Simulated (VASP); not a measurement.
# BN (Qingsongite) (F-43m) in VASP: a series of runs

BN (Qingsongite) is run at these levels: PBEsol; tasks: single point.

Program: VASP 6.6.1. These are calculated values, not measurements. Logs are shortened: lines on timing, memory, paths and dates and some standing lists are left out, and cuts for length are marked.

## Step 1: The cell of the first run

It takes space group F-43m (No. 216, cubic). The conventional cell has a = 3.386 Å, b = 3.386 Å, c = 3.386 Å, α = 90.00°, β = 90.00°, γ = 90.00°. B (site symmetry -43m) has 4 N at 1.47 Å within 2.0 Å. Within 2.0 Å of N (site symmetry -43m) lie 4 B at 1.47 Å.

## Step 2: Single point, PBEsol

File INCAR:

```
SYSTEM = BN
ALGO = Normal
EDIFF = 1E-6
ENCUT = 600
GGA = PS
GGA_COMPAT = .FALSE.
ISIF = 2
ISMEAR = 0
LASPH = .TRUE.
LCHARG = .TRUE.
LELF = .TRUE.
LREAL = .FALSE.
LVHAR = .TRUE.
LWAVE = .FALSE.
NBANDS = 11
NELM = 120
PREC = Accurate
SIGMA = 0.1
```

File KPOINTS:

```
k-points
0
G
  10 10 10
  0 0 0
```

File POSCAR:

```
BN
1.0
    0.0000000000      1.6932081673      1.6932081673
    1.6932081673      0.0000000000      1.6932081673
    1.6932081673      1.6932081673      0.0000000000
B N
1 1
Direct
    0.0000000000      0.0000000000      0.0000000000
    0.2500000000      0.2500000000      0.2500000000
```

Potentials or basis: VASP PAW PBE potentials, release 64 (B, N).

Command:

```sh
$ cat potpaw_PBE.64/B/POTCAR potpaw_PBE.64/N/POTCAR > POTCAR
$ mpirun -np 1 vasp_std > vasp.out
```

OUTCAR:

```text
SYSTEM = BN
   EDIFF = 1E-6
   ENCUT = 600
   GGA = PS
   ISIF = 2
   ISMEAR = 0
   LASPH = .TRUE.
   LREAL = .FALSE.
   NELM = 120
   PREC = Accurate

 ion  position               nearest neighbor table
   1  0.000  0.000  0.000-   2 1.47   2 1.47   2 1.47   2 1.47
   2  0.250  0.250  0.250-   1 1.47   1 1.47   1 1.47   1 1.47

  LATTYP: Found a face centered cubic cell.
 ALAT       =     3.3864163346

  Lattice vectors:

 A1 = (   0.0000000000,   1.6932081673,   1.6932081673)
 A2 = (   1.6932081673,   0.0000000000,   1.6932081673)
 A3 = (   1.6932081673,   1.6932081673,   0.0000000000)

Analysis of symmetry for initial positions (statically):
=====================================================================
 Subroutine PRICEL returns:
 Original cell was already a primitive cell.

 Routine SETGRP: Setting up the symmetry group for a
 face centered cubic supercell.

 Subroutine GETGRP returns: Found 24 space group operations
 (whereof 24 operations were pure point group operations)
 out of a pool of 48 trial point group operations.

The static configuration has the point symmetry T_d .

Analysis of symmetry for dynamics (positions and initial velocities):
=====================================================================
 Subroutine PRICEL returns:
 Original cell was already a primitive cell.

 Routine SETGRP: Setting up the symmetry group for a
 face centered cubic supercell.

 Subroutine GETGRP returns: Found 24 space group operations
 (whereof 24 operations were pure point group operations)
 out of a pool of 48 trial point group operations.

The dynamic configuration has the point symmetry T_d .

 Subroutine INISYM returns: Found 24 space group operations
 (whereof 24 operations are pure point group operations),
 and found     1 'primitive' translations

----------------------------------------------------------------------------------------

                                     Primitive cell

  volume of cell :       9.7087

  direct lattice vectors                    reciprocal lattice vectors
     0.000000000  1.693208167  1.693208167    -0.295297418  0.295297418  0.295297418
     1.693208167  0.000000000  1.693208167     0.295297418 -0.295297418  0.295297418
     1.693208167  1.693208167  0.000000000     0.295297418  0.295297418 -0.295297418

  length of vectors
     2.394557954  2.394557954  2.394557954     0.511470131  0.511470131  0.511470131

  position of ions in fractional coordinates (direct lattice)
     0.000000000  0.000000000  0.000000000
     0.250000000  0.250000000  0.250000000

  ion indices of the primitive-cell ions
   primitive index   ion index
                 1           1
                 2           2

----------------------------------------------------------------------------------------

 KPOINTS: k-points

Automatic generation of k-mesh.
 Grid dimensions read from file:
 generate k-points for:   10   10   10

 Generating k-lattice:

  Cartesian coordinates                     Fractional coordinates (reciprocal lattice)
    -0.029529742  0.029529742  0.029529742     0.100000000  0.000000000  0.000000000
     0.029529742 -0.029529742  0.029529742     0.000000000  0.100000000  0.000000000
     0.029529742  0.029529742 -0.029529742     0.000000000  0.000000000  0.100000000

  Length of vectors
     0.051147013  0.051147013  0.051147013

  Shift w.r.t. Gamma in fractional coordinates (k-lattice)
     0.000000000  0.000000000  0.000000000

 Subroutine IBZKPT returns following result:
 ===========================================

 Found     47 irreducible k-points:

 Following reciprocal coordinates:
            Coordinates               Weight
  0.000000  0.000000  0.000000      1.000000
  0.100000  0.000000  0.000000      8.000000
  0.200000  0.000000  0.000000      8.000000
  0.300000  0.000000  0.000000      8.000000
  0.400000  0.000000  0.000000      8.000000
  0.500000  0.000000  0.000000      4.000000
[... 16 lines left out ...]
  0.300000  0.300000  0.000000      6.000000
  0.400000  0.300000  0.000000     24.000000
 [... further k-points ...]
   k-points           NKPTS =     47   k-points in BZ     NKDIM =     47   number of bands    NBANDS=     11
   number of dos      NEDOS =    301   number of ions     NIONS =      2
   total plane-waves  NPLWV =   8000
   dimension x,y,z NGX =    20 NGY =   20 NGZ =   20
   dimension x,y,z NGXF=    40 NGYF=   40 NGZF=   40
   ions per type =               1   1
   NGX,Y,Z   is equivalent  to a cutoff of  13.89, 13.89, 13.89 a.u.
   NGXF,Y,Z  is equivalent  to a cutoff of  27.77, 27.77, 27.77 a.u.
 SYSTEM =  BN
   PREC   = accura    normal or accurate (medium, high low for compatibility)
   ISTART =      0    job   : 0-new  1-cont  2-samecut
   ICHARG =      2    charge: 1-file 2-atom 10-const
   ISPIN  =      1    spin polarized calculation?
   LNONCOLLINEAR =      F non collinear calculations
   LSORBIT =      F    spin-orbit coupling
   LASPH  =      T    aspherical Exc in radial PAW
   ENCUT  =  600.0 eV  44.10 Ry    6.64 a.u.   4.78  4.78  4.78*2*pi/ulx,y,z
   NELM   =    120;   NELMIN=  2; NELMDL= -5     # of ELM steps
   EDIFF  = 0.1E-05   stopping-criterion for ELM
   LREAL  =      F    real-space projection
   EDIFFG = 0.1E-04   stopping-criterion for IOM
   NSW    =      0    number of steps for IOM
   IBRION =     -1    ionic relax: 0-MD 1-quasi-New 2-CG
   NFREE  =      0    steps in history (QN), initial steepest desc. (CG)
   ISIF   =      2    stress and relaxation
   ISYM   =      2    0-nonsym 1-usesym 2-fastsym
   POTIM  = 0.5000    time-step for ionic-motion
   TEBEG  =    0.0;   TEEND  =   0.0 temperature during run
   PSTRESS=    0.0 pullay stress
   NELECT =       8.0000    total number of electrons
   NUPDOWN=      -1.0000    fix difference up-down
   EMIN   =  10.00;   EMAX   =-10.00  energy-range for DOS
   EFERMI =   0.00;   METHOD = LEGACY
   ISMEAR =     0;   SIGMA  =   0.10  broadening in eV -4-tet -1-fermi 0-gaus
   EFERMI_NEDOS =   21; number of points for ismear=-14 and -15
   IALGO  =     38    algorithm
   IMIX   =      4    mixing-type and parameters
     AMIX     =   0.40;   BMIX     =  1.00
     AMIX_MAG =   1.60;   BMIX_MAG =  1.00
  volume/ion in A,a.u.               =       4.85        32.76
  Fermi-wavevector in a.u.,A,eV,Ry     =   1.534798  2.900347 32.049938  2.355604
  Thomas-Fermi vector in A             =   2.641675
   LORBIT       =      0    0 simple, 1 ext, 2 COOP (PROOUT), +10 PAW based schemes
   GGA     = PS    functional components
   LHFCALC =     F    Hartree Fock is set to
   AEXX    =    0.0000 exact exchange contribution
   IVDW    =     0    specifies the selected vdW correction
   LEPSILON=     F    determine dielectric tensor
   LRPA    =     F    only Hartree local field effects (RPA)
 non-spin polarized calculation
 Gauss-broadening in eV      SIGMA  =   0.10
  energy-cutoff  :      600.00
  volume of cell :        9.71
 maximum number of plane-waves:       332
   NGX =  9   NGY =  9   NGZ =  9

 number of electron       7.9999999 magnetization

 Free energy of the ion-electron system (eV)
  ---------------------------------------------------
  ext. energy  EPLUGINS =         0.00000000
  ---------------------------------------------------
  free energy    TOTEN  =       -17.78082495 eV

  energy without entropy =      -17.78082495  energy(sigma->0) =      -17.78082495

 E-fermi :  10.5149     XC(G=0): -13.9993

 val. band max:        9.9779237115   @ k =   0.0000   0.0000   0.0000
 cond. band min:      14.4379538904   @ k =   0.5000   0.5000   0.0000
 fundamental gap:      4.4600301788
 Fermi energy:        10.5149219850

 k-point     1 :       0.0000    0.0000    0.0000
  band No.  band energies     occupation
      1     -12.6879      2.00000
      2       9.9779      2.00000
      3       9.9779      2.00000
      4       9.9779      2.00000
      5      19.6614      0.00000
      6      19.6614      0.00000
      7      19.6614      0.00000
      8      23.5984      0.00000
      9      38.3265      0.00000
     10      40.1934      0.00000
     11      40.1934      0.00000

 k-point     2 :       0.1000    0.0000    0.0000
  band No.  band energies     occupation
      1     -12.4044      2.00000
      2       8.5053      2.00000
      3       9.6599      2.00000
      4       9.6599      2.00000
      5      20.1404      0.00000
      6      20.1404      0.00000
      7      20.2630      0.00000
      8      24.2568      0.00000
      9      37.0517      0.00000
     10      37.0517      0.00000
     11      37.1401      0.00000

 k-point     3 :       0.2000    0.0000    0.0000
  band No.  band energies     occupation
      1     -11.5645      2.00000
      2       5.3566      2.00000
      3       8.9581      2.00000
      4       8.9581      2.00000
      5      21.0929      0.00000
      6      21.0929      0.00000
      7      21.2079      0.00000
      8      25.6224      0.00000
      9      35.3805      0.00000
     10      35.3805      0.00000
     11      35.9409      0.00000

 k-point     4 :       0.3000    0.0000    0.0000
  band No.  band energies     occupation
      1     -10.2141      2.00000
      2       1.9005      2.00000
      3       8.2615      2.00000
      4       8.2615      2.00000
      5      21.6737      0.00000
      6      21.6737      0.00000
      7      22.0153      0.00000
      8      26.5659      0.00000
      9      35.7333      0.00000
     10      35.8616      0.00000
     11      35.8616      0.00000
[... 239 lines left out ...]
 k-point    22 :      -0.2000    0.2000    0.0000
  band No.  band energies     occupation
      1      -9.7678      2.00000
      2       2.8803      2.00000
      3       4.8411      2.00000
      4       8.4020      2.00000
      5      21.7891      0.00000
      6      22.2461      0.00000
      7      23.3366      0.00000
      8      26.5157      0.00000
      9      32.6218      0.00000
     10      34.6969      0.00000
     11      41.0549      0.00000

 k-point    23 :       0.3000    0.3000    0.0000
  band No.  band energies     occupation
      1      -9.4092      2.00000
      2       4.2801      2.00000
      3       5.4615      2.00000
      4       5.4615      2.00000
      5      16.5952      0.00000
      6      21.8291      0.00000
      7      26.9932      0.00000
      8      26.9932      0.00000
      9      31.7843      0.00000
     10      41.8333      0.00000
     11      44.8680      0.00000

 k-point    24 :       0.4000    0.3000    0.0000
  band No.  band energies     occupation
      1      -8.1710      2.00000
      2       2.3389      2.00000
      3       4.5054      2.00000
      4       4.9737      2.00000
      5      16.4649      0.00000
      6      21.6419      0.00000
      7      28.0010      0.00000
      8      28.1403      0.00000
      9      32.8507      0.00000
     10      41.4298      0.00000
     11      45.0577      0.00000

 [... further k-points ...]

------------------------ aborting loop because EDIFF is reached ----------------------------------------

  FORCE on cell =-STRESS in cart. coord.  units (eV):
  Direction    XX          YY          ZZ          XY          YZ          ZX
  --------------------------------------------------------------------------------------
  -------------------------------------------------------------------------------------
  Total        6.2476597      6.2476597      6.2476597      0.0000000     -0.0000000     -0.0000000
  in kB     1031.0195214   1031.0195214   1031.0195214      0.0000000     -0.0000000     -0.0000000
  external PRESSURE =    1031.0195214 kB  Pullay stress =       0.0000000 kB

 VOLUME and BASIS-vectors are now :
 -----------------------------------------------------------------------------
  energy-cutoff  :      600.00
  volume of cell :        9.71
      direct lattice vectors                 reciprocal lattice vectors
     0.000000000  1.693208167  1.693208167    -0.295297418  0.295297418  0.295297418
     1.693208167  0.000000000  1.693208167     0.295297418 -0.295297418  0.295297418
     1.693208167  1.693208167  0.000000000     0.295297418  0.295297418 -0.295297418

 POSITION                                       TOTAL-FORCE (eV/Angst)
 -----------------------------------------------------------------------------------
      0.00000      0.00000      0.00000         0.000000      0.000000      0.000000
      0.84660      0.84660      0.84660        -0.000000     -0.000000     -0.000000
 -----------------------------------------------------------------------------------
    total drift:                                0.000000      0.000000      0.000000

  FREE ENERGIE OF THE ION-ELECTRON SYSTEM (eV)
  ---------------------------------------------------
  free  energy   TOTEN  =       -17.7808249494 eV

  energy  without entropy=      -17.7808249494  energy(sigma->0) =      -17.78082495
```

Wall time 3.4 s (1 thread of Intel Xeon 6975P-C (Granite Rapids), shared host); peak memory 0.12 GiB.

What came out:

- Free energy: -17.7808 eV
- Pressure: 103.1 GPa
- Band gap on the k mesh: 4.46 eV, indirect (least direct gap 9.68 eV)

Caveat: the PAW data sets were made with another functional, which shifts forces and pressure a little. A hybrid or GW would open this gap; PBEsol tends to underestimate it.

## Step 3: Single point, PBEsol

File INCAR:

```
  PREC = Accurate
  ENCUT = 600
  EDIFF = 1E-6
  ISMEAR = 0
  SIGMA = 0.1
  LREAL = F
  LASPH = T
  NELM = 120
  ALGO = Normal
  ISIF = 2
  LWAVE = F
  LCHARG = T
  GGA = PS
  LELF = T
  LVHAR = T
  NBANDS = 11
  GGA_COMPAT = F
```

File KPOINTS:

```
regular mesh
0
Gamma
  10 10 10
```

POSCAR is that of step 2.

Potentials or basis: VASP PAW PBE potentials, release 64 (B, N).

Command:

```sh
$ cat potpaw_PBE.64/B/POTCAR potpaw_PBE.64/N/POTCAR > POTCAR
$ mpirun -np 1 vasp_std > vasp.out
```

Run time: 3.2 s. Hardware: 1 thread of Intel Xeon 6975P-C (Granite Rapids), shared host; peak memory 0.12 GiB.

The run converged. Its results:

| Quantity | Value |
| --- | --- |
| Free energy | -17.7808 eV |
| Pressure | 103.1 GPa |
| Band gap on the k mesh | 4.46 eV, indirect (least direct gap 9.68 eV) |

Levels at points of the mesh, in eV from the valence-band top:
| k point | band 2 | band 3 | band 4 | band 5 | band 6 | band 7 |
| --- | --- | --- | --- | --- | --- | --- |
| (0.00, 0.00, 0.00) | 0.00 | 0.00 | 0.00 | 9.68 | 9.68 | 9.68 |
| (0.50, 0.00, 0.00) | -12.73 | -2.35 | -2.35 | 11.68 | 11.68 | 12.79 |
| (0.50, 0.50, 0.00) | -10.37 | -6.00 | -6.00 | 4.46 | 10.16 | 21.07 |

Caveat: the PAW data sets were made with another functional, which shifts forces and pressure a little. A k mesh can miss the band edges.

(Part 1 of 2 ends here.)
